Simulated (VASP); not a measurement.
The system is Ge2Bi2S.

```xyz
5
Lattice="4.0956 0.0000 0.0000 -2.0478 3.5469 0.0000 0.0000 0.0000 8.8813" Properties=species:S:1:pos:R:3 pbc="T T T"
Ge    0.0000    0.0000    1.2005
Ge    0.0000    0.0000    7.6808
Bi    0.0000    2.3646    8.3031
Bi    2.0478    1.1823    0.5782
S     0.0000    0.0000    4.4406
```

The cell was built from a structure type or drawn by symmetry, and may not be a known phase.

- Program: VASP 6.6.1
- Task: relaxation of cell and atoms
- Functional: PBE
- Potentials or basis: VASP PAW PBE potentials, release 64 (Ge_d, Bi_d, S)
- Cutoff: 600 eV
- k mesh: 6 × 6 × 2
- Occupations: gaussian, width 0.1 eV
- Spin: no spin polarisation

At the start: pressure 48.3 GPa; volume 25.80 Å³/atom.

Task: Where does the relaxation end?

Result: Over 23 steps the energy falls by 2619.8 meV/atom and the volume is 33.11 Å³/atom (+28.3 %); space group P-3m1 (No. 164, to 0.1 Å) before and after.

Step by step:
```
step  energy change (eV)  largest force (eV/Å)  pressure (GPa)  volume (Å³)
   1              0.0000                7.4177           48.31       129.01
   2             -6.4342                0.4757           -5.73       329.71
   3             -9.9317                0.9018           -2.44       209.18
   4             -9.9411                0.9402           -2.20       207.13
   5             -9.9463                1.0092           -1.72       203.70
   6            -10.5310                1.4271           -1.86       193.96
   7            -11.9739                2.2984            1.94       163.04
   8            -12.2119                0.6583            2.22       163.63
   9            -12.2124                0.7350            2.20       163.61
  10            -12.4318                0.6405            0.41       170.26
  11            -12.5542                0.6616           -1.43       178.96
  12            -12.5641                0.6925           -1.95       181.76
  13            -12.7292                0.5181           -1.21       177.02
  14            -12.8999                0.3878            0.24       169.20
  15            -12.7415                1.0614            4.82       153.15
  16            -12.9337                0.5979            1.37       164.46
  17            -13.0100                0.6126            0.41       165.75
  18            -13.0143                0.6138            0.14       166.10
  19            -13.0570                0.4365           -0.16       167.31
  20            -13.0798                0.2430           -0.45       168.90
  21            -13.0803                0.2578           -0.47       169.14
  22            -13.0971                0.1032           -0.07       166.63
  23            -13.0989                0.0340            0.12       165.57
```

Final structure:
```
Ge Bi S
1.0
     4.65391    0.00000    0.00000
    -2.32695    4.03040    0.00000
     0.00000    0.00000    8.82696
Ge Bi S
2 2 1
Direct
  0.00000 0.00000 0.24652
  0.00000 0.00000 0.75348
  0.33333 0.66667 0.87765
  0.66667 0.33333 0.12235
  0.00000 0.00000 0.50000
```

Caveat: the volume moved by over 15 % at a fixed basis, so the end points are rough.
